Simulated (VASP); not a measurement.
**Ru: single point with PBE**

Crystal: Ru.

```
Ru
1.0
     2.80727    0.00000    0.00000
    -1.40363    2.25542    0.00000
     0.00000    0.00000    4.28190
Ru
2
Direct
  0.33333 0.66667 0.25000
  0.66667 0.33333 0.75000
```

This cell differs from its parent crystal: strain +0.0375 x Voigt [1, -1, 0, 0, 0, 0].

- Program: VASP 6.6.1
- Task: single point
- Functional: PBE
- Potentials or basis: VASP PAW PBE potentials, release 64 (Ru_pv)
- Cutoff: 520 eV
- k mesh: 24 × 24 × 12
- Occupations: gaussian, width 0.15 eV
- Spin: no spin polarisation

The pressure is 6.2 GPa, the largest force is 0.220 eV/Å and the band gap on the k mesh is zero (bands 14 and 15 overlap by 3.39 eV).

Forces on the atoms (eV/Å):
```
Ru   0.000 -0.220  0.000
Ru   0.000  0.220  0.000
```

Stress tensor (GPa, compression positive):
```
-7.13  0.00  0.00
 0.00 21.84  0.00
 0.00  0.00  3.90
```

Levels at points of the mesh, in eV from the Fermi level:
```tsv
k point	band 11	band 12	band 13	band 14	band 15	band 16	band 17	band 18
(0.00, 0.00, 0.00)	-2.47	-1.91	-1.53	-1.31	-1.27	1.01	1.27	1.32
(0.50, 0.00, 0.00)	-2.05	-1.94	-1.78	1.23	1.65	1.95	3.94	5.92
(0.00, 0.50, 0.00)	-2.02	-1.54	-1.09	1.63	1.77	2.04	4.42	6.69
(0.00, 0.00, 0.50)	-2.76	-2.76	-2.18	-2.18	0.35	0.35	0.73	0.73
(0.50, 0.00, 0.50)	-0.87	-0.87	0.33	0.33	1.53	1.53	3.24	3.24
(0.00, 0.50, 0.50)	-1.45	-1.45	0.58	0.58	1.86	1.86	3.82	3.82
```

Wall time 2.8 min on 1 thread of Intel(R) Xeon(R) 6975P-C (Granite Rapids), with other jobs on the host, peak memory 0.55 GiB.

Caveat: the cell differs from its parent crystal (strain +0.0375 x Voigt [1, -1, 0, 0, 0, 0]); the cell stands under pressure.
